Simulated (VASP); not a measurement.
# Ca (P6_3/mmc) in VASP: a series of runs

Ca is run at these levels: PBE; tasks: single point.

All numbers are computed with VASP 6.6.1; they aren't measurements. Logs are shortened: lines on timing, memory, paths and dates and some standing lists are left out, and cuts for length are marked.

## 1. The cell of the first run

It takes space group P6_3/mmc (No. 194, hexagonal). The conventional cell has a = 3.926 Å, b = 3.926 Å, c = 6.432 Å, α = 90.00°, β = 90.00°, γ = 120.00°. Ca (site symmetry -6m2) has 12 Ca at 3.93 Å within 5.2 Å.

## 2. Single point, PBE (volume scaled by 0.96)

INCAR reads:

```
PREC = Accurate
ENCUT = 520
EDIFF = 1E-6
ISMEAR = -1
SIGMA = 0.08
LREAL = False
LASPH = True
NELM = 60
ALGO = Normal
ISIF = 2
LWAVE = False
LCHARG = False
GGA = PE
NBANDS = 17
```

KPOINTS reads:

```
regular mesh
0
Gamma
  11 11 6
```

POSCAR reads:

```
Ca
1.0
    3.9262091494      0.0000000000      0.0000000000
   -1.9631045747      3.4001968640      0.0000000000
    0.0000000000      0.0000000000      6.4318810898
Ca
2
Direct
    0.3333333333      0.6666666667      0.2500000000
    0.6666666667      0.3333333333      0.7500000000
```

Potentials or basis: VASP PAW PBE potentials, release 64 (Ca_sv).

On the command line:

```console
> cat potpaw_PBE.64/Ca_sv/POTCAR > POTCAR
> mpirun -np 1 vasp_std > vasp.out
```

OUTCAR:

```text
PREC = Accurate
   ENCUT = 520
   EDIFF = 1E-6
   ISMEAR = -1
   LREAL = False
   LASPH = True
   NELM = 60
   ISIF = 2
   GGA = PE

 ion  position               nearest neighbor table
   1  0.333  0.667  0.250-
   2  0.667  0.333  0.750-

  LATTYP: Found a hexagonal cell.
 ALAT       =     3.9262091494
 C/A-ratio  =     1.6381911521

  Lattice vectors:

 A1 = (   3.9262091494,   0.0000000000,   0.0000000000)
 A2 = (  -1.9631045747,   3.4001968640,   0.0000000000)
 A3 = (   0.0000000000,   0.0000000000,   6.4318810898)

Analysis of symmetry for initial positions (statically):
=====================================================================
 Subroutine PRICEL returns:
 Original cell was already a primitive cell.

 Routine SETGRP: Setting up the symmetry group for a
 hexagonal supercell.

 Subroutine GETGRP returns: Found 24 space group operations
 (whereof 12 operations were pure point group operations)
 out of a pool of 24 trial point group operations.

The static configuration has the point symmetry D_3d.
 The point group associated with its full space group is D_6h.

Analysis of symmetry for dynamics (positions and initial velocities):
=====================================================================
 Subroutine PRICEL returns:
 Original cell was already a primitive cell.

 Routine SETGRP: Setting up the symmetry group for a
 hexagonal supercell.

 Subroutine GETGRP returns: Found 24 space group operations
 (whereof 12 operations were pure point group operations)
 out of a pool of 24 trial point group operations.

The dynamic configuration has the point symmetry D_3d.
 The point group associated with its full space group is D_6h.

 Subroutine INISYM returns: Found 24 space group operations
 (whereof 12 operations are pure point group operations),
 and found     1 'primitive' translations

----------------------------------------------------------------------------------------

                                     Primitive cell

  volume of cell :      85.8649

  direct lattice vectors                    reciprocal lattice vectors
     3.926209149  0.000000000  0.000000000     0.254698607  0.147050309  0.000000000
    -1.963104575  3.400196864  0.000000000     0.000000000  0.294100618  0.000000000
     0.000000000  0.000000000  6.431881090     0.000000000  0.000000000  0.155475511

  length of vectors
     3.926209149  3.926209149  6.431881090     0.294100618  0.294100618  0.155475511

  position of ions in fractional coordinates (direct lattice)
     0.333333333  0.666666667  0.250000000
     0.666666667  0.333333333  0.750000000

  ion indices of the primitive-cell ions
   primitive index   ion index
                 1           1
                 2           2

----------------------------------------------------------------------------------------

 KPOINTS: regular mesh

Automatic generation of k-mesh.
 Grid dimensions read from file:
 generate k-points for:   11   11    6

 Generating k-lattice:

  Cartesian coordinates                     Fractional coordinates (reciprocal lattice)
     0.023154419  0.013368210  0.000000000     0.090909091 -0.000000000  0.000000000
     0.000000000  0.026736420  0.000000000     0.000000000  0.090909091  0.000000000
     0.000000000  0.000000000  0.025912585     0.000000000  0.000000000  0.166666667

  Length of vectors
     0.026736420  0.026736420  0.025912585

  Shift w.r.t. Gamma in fractional coordinates (k-lattice)
     0.000000000  0.000000000  0.000000000

 Subroutine IBZKPT returns following result:
 ===========================================

 Found     64 irreducible k-points:

 Following reciprocal coordinates:
            Coordinates               Weight
  0.000000  0.000000  0.000000      1.000000
  0.090909  0.000000  0.000000      6.000000
  0.181818  0.000000  0.000000      6.000000
  0.272727  0.000000  0.000000      6.000000
  0.363636  0.000000  0.000000      6.000000
  0.454545  0.000000  0.000000      6.000000
[... 16 lines left out ...]
  0.090909  0.090909  0.166667     12.000000
  0.181818  0.090909  0.166667     24.000000
 [... further k-points ...]
   k-points           NKPTS =     64   k-points in BZ     NKDIM =     64   number of bands    NBANDS=     17
   number of dos      NEDOS =    301   number of ions     NIONS =      2
   total plane-waves  NPLWV =  43200
   dimension x,y,z NGX =    30 NGY =   30 NGZ =   48
   dimension x,y,z NGXF=    60 NGYF=   60 NGZF=   96
   ions per type =               2
   NGX,Y,Z   is equivalent  to a cutoff of  12.70, 12.70, 12.41 a.u.
   NGXF,Y,Z  is equivalent  to a cutoff of  25.41, 25.41, 24.81 a.u.
 SYSTEM =  unknown system
   PREC   = accura    normal or accurate (medium, high low for compatibility)
   ISTART =      0    job   : 0-new  1-cont  2-samecut
   ICHARG =      2    charge: 1-file 2-atom 10-const
   ISPIN  =      1    spin polarized calculation?
   LNONCOLLINEAR =      F non collinear calculations
   LSORBIT =      F    spin-orbit coupling
   LASPH  =      T    aspherical Exc in radial PAW
   ENCUT  =  520.0 eV  38.22 Ry    6.18 a.u.   7.30  7.30 11.96*2*pi/ulx,y,z
   NELM   =     60;   NELMIN=  2; NELMDL= -5     # of ELM steps
   EDIFF  = 0.1E-05   stopping-criterion for ELM
   LREAL  =      F    real-space projection
   EDIFFG = 0.1E-04   stopping-criterion for IOM
   NSW    =      0    number of steps for IOM
   IBRION =     -1    ionic relax: 0-MD 1-quasi-New 2-CG
   NFREE  =      0    steps in history (QN), initial steepest desc. (CG)
   ISIF   =      2    stress and relaxation
   ISYM   =      2    0-nonsym 1-usesym 2-fastsym
   POTIM  = 0.5000    time-step for ionic-motion
   TEBEG  =    0.0;   TEEND  =   0.0 temperature during run
   PSTRESS=    0.0 pullay stress
   NELECT =      20.0000    total number of electrons
   NUPDOWN=      -1.0000    fix difference up-down
   EMIN   =  10.00;   EMAX   =-10.00  energy-range for DOS
   EFERMI =   0.00;   METHOD = LEGACY
   ISMEAR =    -1;   SIGMA  =   0.08  broadening in eV -4-tet -1-fermi 0-gaus
   EFERMI_NEDOS =   21; number of points for ismear=-14 and -15
   IALGO  =     38    algorithm
   IMIX   =      4    mixing-type and parameters
     AMIX     =   0.40;   BMIX     =  1.00
     AMIX_MAG =   1.60;   BMIX_MAG =  1.00
  volume/ion in A,a.u.               =      42.93       289.72
  Fermi-wavevector in a.u.,A,eV,Ry     =   1.007271  1.903466 13.804401  1.014595
  Thomas-Fermi vector in A             =   2.140065
   LORBIT       =      0    0 simple, 1 ext, 2 COOP (PROOUT), +10 PAW based schemes
   GGA     = PE    functional components
   LHFCALC =     F    Hartree Fock is set to
   AEXX    =    0.0000 exact exchange contribution
   IVDW    =     0    specifies the selected vdW correction
   LEPSILON=     F    determine dielectric tensor
   LRPA    =     F    only Hartree local field effects (RPA)
 non-spin polarized calculation
  energy-cutoff  :      520.00
  volume of cell :       85.86
 maximum number of plane-waves:      2364
 NGX is ok and might be reduce to    30
   NGX = 15   NGY = 15   NGZ = 23

 number of electron      19.9999992 magnetization

 Free energy of the ion-electron system (eV)
  ---------------------------------------------------
  ext. energy  EPLUGINS =         0.00000000
  ---------------------------------------------------
  free energy    TOTEN  =        -3.87905897 eV

  energy without entropy =       -3.82766294  energy(sigma->0) =       -3.85336095

 E-fermi :   1.9344     XC(G=0):  -7.6817

 val. band max:        1.9220181762   @ k =   0.3636   0.2727   0.5000
 cond. band min:       1.9433456133   @ k =   0.1818   0.1818   0.0000
 fundamental gap:      0.0213274371
 Fermi energy:         1.9344366090

 k-point     1 :       0.0000    0.0000    0.0000
  band No.  band energies     occupation
      1     -40.1501      2.00000
      2     -40.1378      2.00000
      3     -21.1931      2.00000
      4     -21.0900      2.00000
      5     -21.0900      2.00000
      6     -21.0722      2.00000
[... 9 lines left out ...]
     16       4.5008      0.00000
     17       4.8904      0.00000

 k-point     2 :       0.0909    0.0000    0.0000
  band No.  band energies     occupation
      1     -40.1492      2.00000
      2     -40.1373      2.00000
      3     -21.1897      2.00000
      4     -21.0978      2.00000
      5     -21.0925      2.00000
      6     -21.0804      2.00000
[... 9 lines left out ...]
     16       4.5899      0.00000
     17       4.7644      0.00000

 k-point     3 :       0.1818    0.0000    0.0000
  band No.  band energies     occupation
      1     -40.1468      2.00000
      2     -40.1362      2.00000
      3     -21.1801      2.00000
      4     -21.1190      2.00000
      5     -21.1019      2.00000
      6     -21.0990      2.00000
[... 9 lines left out ...]
     16       4.6010      0.00000
     17       4.6079      0.00000

 k-point     4 :       0.2727    0.0000    0.0000
  band No.  band energies     occupation
      1     -40.1434      2.00000
      2     -40.1348      2.00000
      3     -21.1660      2.00000
      4     -21.1470      2.00000
      5     -21.1295      2.00000
      6     -21.1073      2.00000
[... 9 lines left out ...]
     16       4.9045      0.00000
     17       4.9704      0.00000
[... 343 lines left out ...]
      1     -40.1376      2.00000
      2     -40.1338      2.00000
      3     -21.1922      2.00000
      4     -21.1741      2.00000
      5     -21.1300      2.00000
      6     -21.1172      2.00000
[... 9 lines left out ...]
     16       5.6865      0.00000
     17       5.7962      0.00000

 k-point    23 :       0.0909    0.0909    0.1667
  band No.  band energies     occupation
      1     -40.1468      2.00000
      2     -40.1373      2.00000
      3     -21.1767      2.00000
      4     -21.1087      2.00000
      5     -21.1026      2.00000
      6     -21.0930      2.00000
[... 9 lines left out ...]
     16       4.6134      0.00000
     17       4.8509      0.00000

 k-point    24 :       0.1818    0.0909    0.1667
  band No.  band energies     occupation
      1     -40.1440      2.00000
      2     -40.1359      2.00000
      3     -21.1688      2.00000
      4     -21.1296      2.00000
      5     -21.1245      2.00000
      6     -21.1024      2.00000
[... 9 lines left out ...]
     16       4.7526      0.00000
     17       4.9424      0.00000

 [... further k-points ...]
[... 5 lines left out ...]
  --------------------------------------------------------------------------------------
  -------------------------------------------------------------------------------------
  Total       -0.1197238     -0.1197238     -0.0551590      0.0000000      0.0000000      0.0000000
  in kB       -2.2339608     -2.2339608     -1.0292277      0.0000000      0.0000000      0.0000000
  external PRESSURE =      -1.8323831 kB  Pullay stress =       0.0000000 kB

 VOLUME and BASIS-vectors are now :
 -----------------------------------------------------------------------------
  energy-cutoff  :      520.00
  volume of cell :       85.86
      direct lattice vectors                 reciprocal lattice vectors
     3.926209149  0.000000000  0.000000000     0.254698607  0.147050309  0.000000000
    -1.963104575  3.400196864  0.000000000     0.000000000  0.294100618  0.000000000
     0.000000000  0.000000000  6.431881090     0.000000000  0.000000000  0.155475511

 POSITION                                       TOTAL-FORCE (eV/Angst)
 -----------------------------------------------------------------------------------
     -0.00000      2.26680      1.60797        -0.000000     -0.000000      0.000000
      1.96310      1.13340      4.82391         0.000000      0.000000     -0.000000
 -----------------------------------------------------------------------------------
    total drift:                               -0.000000      0.000000     -0.000000

  FREE ENERGIE OF THE ION-ELECTRON SYSTEM (eV)
  ---------------------------------------------------
  free  energy   TOTEN  =        -3.8790589690 eV

  energy  without entropy=       -3.8276629384  energy(sigma->0) =       -3.85336095
```

Wall time 42 s (1 thread of Intel Xeon Platinum 8559C (Emerald Rapids), shared host); peak memory 0.23 GiB.

Results:

| Item | Value |
| --- | --- |
| Free energy | -3.8791 eV |
| Pressure | -0.2 GPa |
| Band gap on the k mesh | zero (band 10 reaches 2.12 eV, above the bottom of band 11 at 1.71 eV) |

## 3. Single point, PBE (volume scaled by 0.98)

INCAR reads:

```
SYSTEM = Ca
PREC = Accurate ; ENCUT = 520
EDIFF = 1E-6 ; ISMEAR = -1
SIGMA = 0.08 ; LREAL = .False.
LASPH = .True. ; NELM = 80
ALGO = Normal ; ISIF = 2
LWAVE = .False. ; LCHARG = .True.
GGA = PE ; LELF = .True.
LVHAR = .True. ; NBANDS = 17
```

KPOINTS reads:

```
regular mesh
0
Gamma
  11 11 6
  0 0 0
```

POSCAR reads:

```
Ca
1.0
    3.9532873096      0.0000000000      0.0000000000
   -1.9766436548      3.4236472386      0.0000000000
    0.0000000000      0.0000000000      6.4762402922
Ca
2
Direct
    0.3333333333      0.6666666667      0.2500000000
    0.6666666667      0.3333333333      0.7500000000
```

Potentials or basis: VASP PAW PBE potentials, release 64 (Ca_sv).

On the command line:

```console
> cat potpaw_PBE.64/Ca_sv/POTCAR > POTCAR
> mpirun -np 1 vasp_std > vasp.out
```

Run time: 47 s. Hardware: 1 thread of Intel Xeon Platinum 8559C (Emerald Rapids), shared host; peak memory 0.24 GiB.

Results (log left out):

```
Free energy            : -3.8754 eV
Pressure               : -0.5 GPa
Band gap on the k mesh : zero (band 10 reaches 2.04 eV, above the bottom of band 11 at 1.61 eV)
```

Stress tensor (GPa, compression positive):
```
-0.55  0.00  0.00
 0.00 -0.55  0.00
 0.00  0.00 -0.46
```

Levels at points of the mesh, in eV from the Fermi level:
| k point | band 6 | band 7 | band 8 | band 9 | band 10 | band 11 | band 12 | band 13 | band 14 | band 15 |
| --- | --- | --- | --- | --- | --- | --- | --- | --- | --- | --- |
| (0.00, 0.00, 0.00) | -23.06 | -23.06 | -23.05 | -4.00 | -1.03 | -0.24 | 2.22 | 2.24 | 2.24 | 2.53 |
| (0.00, 0.00, 0.50) | -23.06 | -23.06 | -23.06 | -3.01 | -3.01 | 1.37 | 1.37 | 2.23 | 2.23 | 2.23 |
